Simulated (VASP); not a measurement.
# Cu (P6_3/mmc) in VASP: notebook, part 2 of 2

VASP 6.6.1. The steps go on from the part before.

### Step 5. Single point, r2SCAN

This run uses another cell than the first one, of 12.32 Å³/atom.

POSCAR reads:

```
Cu
1.0
    2.5925100562      0.0000000000      0.0000000000
   -1.2962550281      2.2451873016      0.0000000000
    0.0000000000      0.0000000000      8.4634068156
Cu
4
Direct
    0.0000000000      0.0000000000      0.0000000000
    0.3333333333      0.6666666667      0.2500000000
    0.0000000000      0.0000000000      0.5000000000
    0.6666666667      0.3333333333      0.7500000000
```

INCAR.step1 reads:

```
ALGO = Normal ; EDIFF = 1E-4
ENCUT = 520 ; GGA = PE
ISMEAR = 1 ; LASPH = T
LCHARG = F ; LREAL = F
LWAVE = T ; NBANDS = 30
NELM = 80 ; PREC = Accurate
SIGMA = 0.05
```

INCAR.step2 reads:

```
ALGO = Normal ; EDIFF = 1E-6
ENCUT = 520 ; ISIF = 2
ISMEAR = 1 ; ISTART = 1
LASPH = T ; LCHARG = F
LMIXTAU = T ; LREAL = F
LWAVE = F ; METAGGA = R2SCAN
NBANDS = 30 ; NELM = 80
PREC = Accurate ; SIGMA = 0.05
```

KPOINTS reads:

```
k-points
0
Gamma
  10 10 3
```

Potentials or basis: VASP PAW PBE potentials, release 64 (Cu).

Command:

```console
> cat potpaw_PBE.64/Cu/POTCAR > POTCAR
> cp INCAR.step1 INCAR
> mpirun -np 1 vasp_std > vasp.out
> cp INCAR.step2 INCAR
> mpirun -np 1 vasp_std > vasp.out
```

OUTCAR:

```text
EDIFF = 1E-6
   ENCUT = 520
   ISIF = 2
   ISMEAR = 1
   ISTART = 1
   LASPH = T
   LREAL = F
   METAGGA = R2SCAN
   NELM = 80
   PREC = Accurate

 ion  position               nearest neighbor table
   1  0.000  0.000  0.000-   2 2.59   4 2.59   4 2.59   2 2.59   4 2.59   2 2.59
   2  0.333  0.667  0.250-   1 2.59   3 2.59   1 2.59   3 2.59   1 2.59   3 2.59
   3  0.000  0.000  0.500-   2 2.59   4 2.59   4 2.59   2 2.59   4 2.59   2 2.59
   4  0.667  0.333  0.750-   1 2.59   3 2.59   1 2.59   3 2.59   1 2.59   3 2.59

[... 995 lines left out ...]
  Direction    XX          YY          ZZ          XY          YZ          ZX
  --------------------------------------------------------------------------------------
  -------------------------------------------------------------------------------------
  Total       -2.7090689     -2.7090876     -3.0211059      0.0000000      0.0000000      0.0000000
  in kB      -88.1074004    -88.1080073    -98.2558210      0.0000000      0.0000000      0.0000000
  external PRESSURE =     -91.4904096 kB  Pullay stress =       0.0000000 kB

 VOLUME and BASIS-vectors are now :
 -----------------------------------------------------------------------------
  energy-cutoff  :      520.00
  volume of cell :       49.26
      direct lattice vectors                 reciprocal lattice vectors
     2.592510056  0.000000000  0.000000000     0.385726565  0.222698569  0.000000000
    -1.296255028  2.245187302  0.000000000     0.000000000  0.445397139  0.000000000
     0.000000000  0.000000000  8.463406816     0.000000000  0.000000000  0.118155729

 POSITION                                       TOTAL-FORCE (eV/Angst)
 -----------------------------------------------------------------------------------
      0.00000      0.00000      0.00000        -0.000000      0.000000      0.000000
     -0.00000      1.49679      2.11585        -0.000000     -0.000000      0.000000
      0.00000      0.00000      4.23170        -0.000000      0.000000      0.000000
      1.29626      0.74840      6.34756         0.000000      0.000000     -0.000000
 -----------------------------------------------------------------------------------
    total drift:                                0.000000     -0.000000      0.000000

  FREE ENERGIE OF THE ION-ELECTRON SYSTEM (eV)
  ---------------------------------------------------
  free  energy   TOTEN  =       -43.1678469340 eV

  energy  without entropy=      -43.1677417112  energy(sigma->0) =      -43.16781186
```

OUTCAR.step1:

```text
EDIFF = 1E-4
   ENCUT = 520
   GGA = PE
   ISMEAR = 1
[... 1024 lines left out ...]
      0.00000      0.00000      0.00000        -0.000000     -0.000000      0.000000
     -0.00000      1.49679      2.11585         0.000000      0.000000      0.000000
      0.00000      0.00000      4.23170        -0.000000     -0.000000      0.000000
      1.29626      0.74840      6.34756        -0.000000     -0.000000     -0.000000
 -----------------------------------------------------------------------------------
    total drift:                                0.000000     -0.000000      0.000000

  FREE ENERGIE OF THE ION-ELECTRON SYSTEM (eV)
  ---------------------------------------------------
  free  energy   TOTEN  =       -14.8628367836 eV

  energy  without entropy=      -14.8627386939  energy(sigma->0) =      -14.86280409
```

OSZICAR.step1:

```text
N       E                     dE             d eps       ncg     rms          rms(c)
DAV:   1     0.339727850344E+03    0.33973E+03   -0.19842E+04  1736   0.262E+03
DAV:   2     0.138026133839E+02   -0.32593E+03   -0.31364E+03  1680   0.396E+02
DAV:   3    -0.175834729763E+02   -0.31386E+02   -0.29641E+02  1874   0.167E+02
DAV:   4    -0.183890108775E+02   -0.80554E+00   -0.80421E+00  1930   0.366E+01
DAV:   5    -0.183991236791E+02   -0.10113E-01   -0.10112E-01  2116   0.400E+00    0.153E+01
DAV:   6    -0.164122831056E+02    0.19868E+01   -0.30927E+01  1890   0.117E+02    0.824E+00
DAV:   7    -0.148970578481E+02    0.15152E+01   -0.61015E+00  1902   0.506E+01    0.807E-01
DAV:   8    -0.148808483596E+02    0.16209E-01   -0.15970E-01  2458   0.121E+01    0.104E+00
DAV:   9    -0.148698781748E+02    0.10970E-01   -0.37382E-02  2042   0.817E+00    0.642E-01
DAV:  10    -0.148626996516E+02    0.71785E-02   -0.18072E-02  2034   0.267E+00    0.312E-02
DAV:  11    -0.148628502751E+02   -0.15062E-03   -0.12985E-03  2210   0.790E-01    0.364E-02
DAV:  12    -0.148628367836E+02    0.13492E-04   -0.10686E-04  1222   0.297E-01
   1 F= -.14862837E+02 E0= -.14862804E+02  d E =-.980897E-04
```

Wall time 75 s (1 thread of Intel Xeon 6975P-C (Granite Rapids), shared host); peak memory 0.18 GiB.

What came out:

```yaml
Free_energy: -43.1678 eV
Pressure: -9.1 GPa
Band_gap_on_the_k_mesh: zero (bands 22 and 23 overlap by 4.85 eV)
```

Stress tensor (GPa, compression positive):
```
-8.81  0.00  0.00
 0.00 -8.81  0.00
 0.00  0.00 -9.83
```

Levels at points of the mesh, in eV from the Fermi level:
| k point | band 21 | band 22 | band 23 | band 24 | band 25 | band 26 |
| --- | --- | --- | --- | --- | --- | --- |
| (0.00, 0.00, 0.00) | -2.03 | -1.75 | -1.75 | -0.93 | 3.74 | 12.61 |
| (0.50, 0.00, 0.00) | -0.56 | 0.49 | 0.93 | 1.55 | 4.58 | 4.60 |

Caveat: the cell stands under tension; the PAW data sets were made with another functional, which shifts forces and pressure a little.

### Step 6. Summary

| cell | gap on the mesh (eV) | pressure (GPa) |
| --- | --- | --- |
| a = 2.531, b = 2.531, c = 8.262 Å, angles 90.0, 90.0, 120.0°, 4 atoms | none | 0.7 |
| a = 2.552, b = 2.552, c = 8.330 Å, angles 90.0, 90.0, 120.0°, 4 atoms | none | -3.1 |
| a = 2.572, b = 2.572, c = 8.397 Å, angles 90.0, 90.0, 120.0°, 4 atoms | none | -6.5 |
| a = 2.593, b = 2.593, c = 8.463 Å, angles 90.0, 90.0, 120.0°, 4 atoms | none | -9.1 |

Alike in all rows: task single point; level r2SCAN; potentials or basis VASP PAW PBE potentials, release 64 (Cu); no spin polarisation; k mesh 10 × 10 × 3; cutoff (eV) 520; smearing methfessel-paxton 0.05 eV.

Caveats: the PAW data sets were made with another functional, which shifts forces and pressure a little; the cell stands under tension (at least some runs).

Absolute energies hang on the potentials; compare differences alone.
